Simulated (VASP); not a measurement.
# RbBr (P4mm) in VASP: further runs

RbBr is run at these levels: PBEsol; tasks: single point.

Everything below comes from runs of VASP 6.6.1. Logs are shortened: lines on timing, memory, paths and dates and some standing lists are left out, and cuts for length are marked.

## (1) The cell of the first run

Symmetry: P4mm, No. 99, tetragonal system. The conventional cell has a = 4.126 Å, b = 4.126 Å, c = 4.126 Å, α = 90.00°, β = 90.00°, γ = 90.00°. Rb (site symmetry 4mm) has 8 Br at 3.53 to 3.62 Å and 6 Rb at 4.13 Å within 4.6 Å. Br (site symmetry 4mm) has 8 Rb at 3.53 to 3.62 Å and 6 Br at 4.13 Å within 4.6 Å.

## (2) Single point, PBEsol (all Br atoms moved +0.075 Å, as atom 2 along Cartesian [0 0 1])

File INCAR:

```
PREC = Accurate ; ENCUT = 520
EDIFF = 1E-6 ; ISMEAR = 0
SIGMA = 0.05 ; LREAL = False
LASPH = True ; NELM = 100
ALGO = Normal ; ISIF = 2
LWAVE = False ; LCHARG = False
GGA = PS ; NBANDS = 15
```

File KPOINTS:

```
regular mesh
0
Gamma
  6 6 6
```

File POSCAR:

```
RbBr
1.0
    4.1260773000      0.0000000000      0.0000000000
    0.0000000000      4.1260773000      0.0000000000
    0.0000000000      0.0000000000      4.1260773000
Rb Br
1 1
Direct
    0.0000000000      0.0000000000      0.0000000000
    0.5000000000      0.5000000000      0.5181770710
```

Potentials or basis: VASP PAW PBE potentials, release 64 (Rb_sv, Br).

Launch:

```sh
$ cat potpaw_PBE.64/Rb_sv/POTCAR potpaw_PBE.64/Br/POTCAR > POTCAR
$ mpirun -np 1 vasp_std > vasp.out
```

OUTCAR:

```text
PREC = Accurate
   ENCUT = 520
   EDIFF = 1E-6
   ISMEAR = 0
   LREAL = False
   LASPH = True
   NELM = 100
   ISIF = 2
   GGA = PS

 ion  position               nearest neighbor table
   1  0.000  0.000  0.000-   2 3.53   2 3.53   2 3.53   2 3.53   2 3.62   2 3.62   2 3.62   2 3.62

   2  0.500  0.500  0.518-   1 3.53   1 3.53   1 3.53   1 3.53   1 3.62   1 3.62   1 3.62   1 3.62

  LATTYP: Found a simple cubic cell.
 ALAT       =     4.1260773000

  Lattice vectors:

 A1 = (   4.1260773000,   0.0000000000,   0.0000000000)
 A2 = (   0.0000000000,   4.1260773000,   0.0000000000)
 A3 = (   0.0000000000,   0.0000000000,   4.1260773000)

Analysis of symmetry for initial positions (statically):
=====================================================================
 Subroutine PRICEL returns:
 Original cell was already a primitive cell.

 Routine SETGRP: Setting up the symmetry group for a
 simple cubic supercell.

 Subroutine GETGRP returns: Found  8 space group operations
 (whereof  8 operations were pure point group operations)
 out of a pool of 48 trial point group operations.

The static configuration has the point symmetry C_4v.

Analysis of symmetry for dynamics (positions and initial velocities):
=====================================================================
 Subroutine PRICEL returns:
 Original cell was already a primitive cell.

 Routine SETGRP: Setting up the symmetry group for a
 simple cubic supercell.

 Subroutine GETGRP returns: Found  8 space group operations
 (whereof  8 operations were pure point group operations)
 out of a pool of 48 trial point group operations.

The dynamic configuration has the point symmetry C_4v.

 Subroutine INISYM returns: Found  8 space group operations
 (whereof  8 operations are pure point group operations),
 and found     1 'primitive' translations

----------------------------------------------------------------------------------------

                                     Primitive cell

  volume of cell :      70.2445

  direct lattice vectors                    reciprocal lattice vectors
     4.126077300  0.000000000  0.000000000     0.242360947  0.000000000  0.000000000
     0.000000000  4.126077300  0.000000000     0.000000000  0.242360947  0.000000000
     0.000000000  0.000000000  4.126077300     0.000000000  0.000000000  0.242360947

  length of vectors
     4.126077300  4.126077300  4.126077300     0.242360947  0.242360947  0.242360947

  position of ions in fractional coordinates (direct lattice)
     0.000000000  0.000000000  0.000000000
     0.500000000  0.500000000  0.518177071

  ion indices of the primitive-cell ions
   primitive index   ion index
[... 88 lines left out ...]
   EFERMI =   0.00;   METHOD = LEGACY
   ISMEAR =     0;   SIGMA  =   0.05  broadening in eV -4-tet -1-fermi 0-gaus
   EFERMI_NEDOS =   21; number of points for ismear=-14 and -15
   IALGO  =     38    algorithm
   IMIX   =      4    mixing-type and parameters
     AMIX     =   0.40;   BMIX     =  1.00
     AMIX_MAG =   1.60;   BMIX_MAG =  1.00
  volume/ion in A,a.u.               =      35.12       237.02
  Fermi-wavevector in a.u.,A,eV,Ry     =   0.999795  1.889338 13.600238  0.999589
  Thomas-Fermi vector in A             =   2.132108
   LORBIT       =      0    0 simple, 1 ext, 2 COOP (PROOUT), +10 PAW based schemes
   GGA     = PS    functional components
   LHFCALC =     F    Hartree Fock is set to
   AEXX    =    0.0000 exact exchange contribution
   IVDW    =     0    specifies the selected vdW correction
   LEPSILON=     F    determine dielectric tensor
   LRPA    =     F    only Hartree local field effects (RPA)
 non-spin polarized calculation
 Gauss-broadening in eV      SIGMA  =   0.05
  energy-cutoff  :      520.00
  volume of cell :       70.24
 maximum number of plane-waves:      1924
 NGX is ok and might be reduce to    32
   NGX = 15   NGY = 15   NGZ = 15

 number of electron      16.0000002 magnetization

 Free energy of the ion-electron system (eV)
  ---------------------------------------------------
  ext. energy  EPLUGINS =         0.00000000
  ---------------------------------------------------
  free energy    TOTEN  =        -6.29476517 eV

  energy without entropy =       -6.29476517  energy(sigma->0) =       -6.29476517

 E-fermi :  -0.5120     XC(G=0):  -8.1183

 val. band max:       -0.7699525271   @ k =   0.5000   0.5000   0.0000
 cond. band min:       3.1356291218   @ k =   0.0000   0.0000   0.0000
 fundamental gap:      3.9055816489
 Fermi energy:        -0.5119945694

 k-point     1 :       0.0000    0.0000    0.0000
  band No.  band energies     occupation
      1     -25.7940      2.00000
      2     -13.4073      2.00000
      3      -9.7870      2.00000
      4      -9.7870      2.00000
      5      -9.7865      2.00000
      6      -0.9288      2.00000
      7      -0.9268      2.00000
      8      -0.9268      2.00000
      9       3.1356      0.00000
     10       4.6914      0.00000
     11       4.7056      0.00000
     12       9.1303      0.00000
     13       9.1406      0.00000
     14       9.1406      0.00000
[... 401 lines left out ...]
      2     -13.3361      2.00000
      3      -9.9525      2.00000
      4      -9.8246      2.00000
      5      -9.8077      2.00000
      6      -1.9999      2.00000
      7      -1.3054      2.00000
      8      -1.2097      2.00000
      9       5.5731      0.00000
     10       6.0759      0.00000
     11       6.6530      0.00000
     12       7.8781      0.00000
     13       7.9710      0.00000
     14       8.2646      0.00000
     15      10.6977      0.00000

 [... further k-points ...]

------------------------ aborting loop because EDIFF is reached ----------------------------------------

  FORCE on cell =-STRESS in cart. coord.  units (eV):
  Direction    XX          YY          ZZ          XY          YZ          ZX
  --------------------------------------------------------------------------------------
  -------------------------------------------------------------------------------------
  Total       -0.2352998     -0.2352998     -0.2386865      0.0000000     -0.0000000     -0.0000000
  in kB       -5.3668575     -5.3668575     -5.4441029      0.0000000     -0.0000000     -0.0000000
  external PRESSURE =      -5.3926060 kB  Pullay stress =       0.0000000 kB

 VOLUME and BASIS-vectors are now :
 -----------------------------------------------------------------------------
  energy-cutoff  :      520.00
  volume of cell :       70.24
      direct lattice vectors                 reciprocal lattice vectors
     4.126077300  0.000000000  0.000000000     0.242360947  0.000000000  0.000000000
     0.000000000  4.126077300  0.000000000     0.000000000  0.242360947  0.000000000
     0.000000000  0.000000000  4.126077300     0.000000000  0.000000000  0.242360947

 POSITION                                       TOTAL-FORCE (eV/Angst)
 -----------------------------------------------------------------------------------
      0.00000      0.00000      0.00000        -0.000000      0.000000      0.050064
      2.06304      2.06304      2.13804         0.000000     -0.000000     -0.050064
 -----------------------------------------------------------------------------------
    total drift:                                0.000000     -0.000000     -0.000071

  FREE ENERGIE OF THE ION-ELECTRON SYSTEM (eV)
  ---------------------------------------------------
  free  energy   TOTEN  =        -6.2947651741 eV

  energy  without entropy=       -6.2947651741  energy(sigma->0) =       -6.29476517
```

OSZICAR:

```text
N       E                     dE             d eps       ncg     rms          rms(c)
DAV:   1     0.774804729013E+02    0.77480E+02   -0.67813E+03  1200   0.929E+02
DAV:   2    -0.147045168896E+01   -0.78951E+02   -0.73439E+02  1642   0.166E+02
DAV:   3    -0.638782673828E+01   -0.49174E+01   -0.49005E+01  1628   0.418E+01
DAV:   4    -0.651277668139E+01   -0.12495E+00   -0.12494E+00  1697   0.628E+00
DAV:   5    -0.651410275169E+01   -0.13261E-02   -0.13261E-02  1693   0.573E-01    0.249E+00
DAV:   6    -0.632525262830E+01    0.18885E+00   -0.15973E-01  1487   0.222E+00    0.165E+00
DAV:   7    -0.629307594617E+01    0.32177E-01   -0.86437E-02  1529   0.170E+00    0.857E-01
DAV:   8    -0.629482745172E+01   -0.17515E-02   -0.11948E-02  1483   0.637E-01    0.139E-01
DAV:   9    -0.629466736192E+01    0.16009E-03   -0.64239E-04  1613   0.133E-01    0.512E-02
DAV:  10    -0.629476458874E+01   -0.97227E-04   -0.18315E-04  1334   0.870E-02    0.922E-03
DAV:  11    -0.629476517413E+01   -0.58539E-06   -0.57903E-06  1715   0.154E-02
   1 F= -.62947652E+01 E0= -.62947652E+01  d E =-.840651E-15
```

stdout:

```text
POSCAR found type information on POSCAR RbBr
 POSCAR found :  2 types and       2 ions
 scaLAPACK will be used
 -----------------------------------------------------------------------------
|                                                                             |
|                                                                             |
|     You enforced a specific xc type in the INCAR file but a different       |
|     I HOPE YOU KNOW WHAT YOU ARE DOING!                                     |
|                                                                             |
 -----------------------------------------------------------------------------

 LDA part: xc-table for (Slater+PW92), standard interpolation
 POSCAR, INCAR and KPOINTS ok, starting setup
 FFT: planning ... GRIDC
 FFT: planning ... GRID_SOFT
 FFT: planning ... GRID
 WAVECAR not read
 entering main loop
```

It took 58 s on 1 thread of Intel Xeon 8259CL, shared host; peak memory 0.2 GiB.

What came out:

```
Free energy            : -6.2948 eV
Pressure               : -0.5 GPa
Largest force          : 0.050 eV/Å
Band gap on the k mesh : 3.91 eV (least direct gap 4.06 eV)
```

Forces in eV/Å, atoms in the order of the input:
```
Rb   0.000  0.000  0.050
Br   0.000  0.000 -0.050
```

Levels at points of the mesh, in eV from the valence-band top:
| k point | band 6 | band 7 | band 8 | band 9 | band 10 | band 11 |
| --- | --- | --- | --- | --- | --- | --- |
| (0.00, 0.00, 0.00) | -0.16 | -0.16 | -0.16 | 3.91 | 5.46 | 5.48 |
| (0.50, 0.00, 0.00) | -1.76 | -0.24 | -0.23 | 6.79 | 6.93 | 7.53 |
| (0.00, 0.00, 0.50) | -1.76 | -0.23 | -0.23 | 6.78 | 6.93 | 7.54 |
| (0.50, 0.50, 0.00) | -1.07 | -1.07 | 0.00 | 5.18 | 6.10 | 7.90 |
| (0.00, 0.50, 0.50) | -1.07 | -1.07 | 0.00 | 5.18 | 6.09 | 7.89 |
| (0.50, 0.50, 0.50) | -1.36 | -1.36 | -1.36 | 8.07 | 8.07 | 8.10 |

Caveat: the cell differs from its parent crystal (all Br atoms moved +0.075 Å, as atom 2 along Cartesian [0 0 1]); the PAW data sets were made with another functional, which shifts forces and pressure a little.

## (3) Single point, PBEsol (all Br atoms moved +0.113 Å, as atom 2 along Cartesian [0 0 1])

File INCAR:

```
SYSTEM = RbBr
ALGO = Normal ; EDIFF = 1E-7
ENCUT = 520 ; GGA = PS
ISIF = 2 ; ISMEAR = 0
LASPH = .True. ; LCHARG = .True.
LELF = .True. ; LREAL = .False.
LVHAR = .True. ; LWAVE = .False.
NBANDS = 15 ; NELM = 100
PREC = Accurate ; SIGMA = 0.05
```

File KPOINTS:

```
k-points
0
Gamma
  6 6 6
  0 0 0
```

Edit POSCAR of step 2 so:

```diff
@@ -9,2 +9,2 @@
     0.0000000000      0.0000000000      0.0000000000
-    0.5000000000      0.5000000000      0.5181770710
+    0.5000000000      0.5000000000      0.5272656065
```

Potentials or basis: VASP PAW PBE potentials, release 64 (Rb_sv, Br).

Launch:

```sh
$ cat potpaw_PBE.64/Rb_sv/POTCAR potpaw_PBE.64/Br/POTCAR > POTCAR
$ mpirun -np 1 vasp_std > vasp.out
```

Run time: 48 s. Hardware: 1 thread of Intel Xeon 8259CL, shared host; peak memory 0.2 GiB.

The run converged. Its results:

```
Free energy            : -6.2924 eV
Pressure               : -0.5 GPa
Largest force          : 0.075 eV/Å
Band gap on the k mesh : 3.91 eV (least direct gap 4.06 eV)
```

Forces in eV/Å, atoms in the order of the input:
```
Rb   0.000  0.000  0.075
Br   0.000  0.000 -0.075
```

Levels at points of the mesh, in eV from the valence-band top:
| k point | band 4 | band 5 | band 6 | band 7 | band 8 | band 9 | band 10 | band 11 | band 12 | band 13 |
| --- | --- | --- | --- | --- | --- | --- | --- | --- | --- | --- |
| (0.00, 0.00, 0.00) | -9.01 | -9.01 | -0.16 | -0.16 | -0.16 | 3.91 | 5.46 | 5.49 | 9.90 | 9.92 |
| (0.50, 0.00, 0.00) | -8.97 | -8.96 | -1.76 | -0.24 | -0.23 | 6.78 | 6.92 | 7.52 | 8.50 | 9.81 |
| (0.00, 0.00, 0.50) | -8.97 | -8.97 | -1.76 | -0.23 | -0.23 | 6.78 | 6.94 | 7.55 | 8.60 | 9.77 |
| (0.50, 0.50, 0.00) | -9.33 | -8.93 | -1.07 | -1.07 | 0.00 | 5.19 | 6.11 | 7.90 | 7.90 | 10.67 |
| (0.00, 0.50, 0.50) | -9.33 | -8.93 | -1.07 | -1.07 | 0.00 | 5.19 | 6.09 | 7.90 | 7.91 | 10.63 |
| (0.50, 0.50, 0.50) | -9.25 | -9.25 | -1.36 | -1.36 | -1.36 | 8.04 | 8.04 | 8.10 | 9.31 | 9.36 |

Caveat: the cell differs from its parent crystal (all Br atoms moved +0.113 Å, as atom 2 along Cartesian [0 0 1]); the PAW data sets were made with another functional, which shifts forces and pressure a little. A k mesh can miss the band edges.

## (4) Single point, PBEsol (all Br atoms moved +0.037 Å, as atom 2 along Cartesian [0 0 1])

File INCAR:

```
ALGO = Normal
EDIFF = 1E-6
ENCUT = 520
GGA = PS
ISIF = 2
ISMEAR = 0
LASPH = True
LCHARG = False
LREAL = False
LWAVE = False
NBANDS = 15
NELM = 80
PREC = Accurate
SIGMA = 0.05
```

File KPOINTS:

```
k-points
0
Gamma
  6 6 6
```

Edit POSCAR of step 3 so:

```diff
@@ -9,2 +9,2 @@
     0.0000000000      0.0000000000      0.0000000000
-    0.5000000000      0.5000000000      0.5272656065
+    0.5000000000      0.5000000000      0.5090885355
```

Launch:

```sh
$ cat potpaw_PBE.64/Rb_sv/POTCAR potpaw_PBE.64/Br/POTCAR > POTCAR
$ mpirun -np 1 vasp_std > vasp.out
```

Run time: 42 s. Hardware: 1 thread of Intel Xeon 8259CL, shared host; peak memory 0.2 GiB.

It converged, with:

```
Free energy            : -6.2962 eV
Pressure               : -0.6 GPa
Largest force          : 0.025 eV/Å
Band gap on the k mesh : 3.90 eV (least direct gap 4.06 eV)
```

Forces in eV/Å, atoms in the order of the input:
```
Rb   0.000  0.000  0.025
Br   0.000  0.000 -0.025
```

Levels at points of the mesh, in eV from the valence-band top:
```
           k point  band 5  band 6  band 7  band 8  band 9  band 10  band 11  band 12
(0.00, 0.00, 0.00)   -9.02   -0.16   -0.16   -0.16    3.90     5.46     5.47     9.90
(0.50, 0.00, 0.00)   -8.97   -1.76   -0.23   -0.23    6.79     6.93     7.53     8.57
(0.00, 0.00, 0.50)   -8.97   -1.76   -0.23   -0.23    6.79     6.93     7.53     8.58
(0.50, 0.50, 0.00)   -8.94   -1.07   -1.07    0.00    5.18     6.09     7.89     7.89
(0.00, 0.50, 0.50)   -8.94   -1.07   -1.07    0.00    5.18     6.09     7.89     7.89
(0.50, 0.50, 0.50)   -9.25   -1.37   -1.37   -1.37    8.08     8.08     8.09     9.29
```

Caveat: the cell differs from its parent crystal (all Br atoms moved +0.037 Å, as atom 2 along Cartesian [0 0 1]); the PAW data sets were made with another functional, which shifts forces and pressure a little. A k mesh can miss the band edges.

## (5) Overview

```tsv
cell	gap on the mesh (eV)	pressure (GPa)	largest force (eV/Å)
as given, atomic positions A	3.91	-0.5	0.05
as given, atomic positions B	3.91	-0.5	0.08
as given, atomic positions C	3.90	-0.6	0.02
```

Alike in all rows: task single point; level PBEsol; potentials or basis VASP PAW PBE potentials, release 64 (Rb_sv, Br); no spin polarisation; k mesh 6 × 6 × 6; cutoff (eV) 520; smearing gaussian 0.05 eV.

Caveats: the PAW data sets were made with another functional, which shifts forces and pressure a little.

Absolute energies hang on the potentials; compare differences alone.
